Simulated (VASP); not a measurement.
Runs of VASP 6.6.1 on W. The structure is that of space group Im-3m (No. 229), or close to it. The cells are those of the table. 

```tsv
cell	gap on the mesh (eV)	pressure (GPa)
a = 2.812 Å, angles 109.5°, 1 atom	none	(a)
a = 2.739 Å, angles 109.5°, 1 atom	none	6.7
a = 2.794 Å, angles 109.5°, 1 atom	none	-10.8
a = 2.776 Å, angles 109.5°, 1 atom	none	(b)
a = 2.758 Å, angles 109.5°, 1 atom	none	0.3
a = 2.721 Å, angles 109.5°, 1 atom	none	13.9
```

Alike in all rows: task single point; level PBE; potentials or basis VASP PAW PBE potentials, release 64 (W_sv); no spin polarisation; k mesh 24 × 24 × 24; cutoff (eV) 520; smearing fermi-dirac 0.0612256 eV.

Task: Estimate the missing entries.

Result: (a) -15.5; (b) -5.5.

Caveats: spin-orbit coupling is left out, which moves the levels of the heavy elements; the cell stands under tension (at least some runs); the cell stands under pressure (at least some runs).

A k mesh can miss the band edges, and the runs leave out spin-orbit coupling on W.

A gap of «none» marks levels without a gap at the run's occupations.
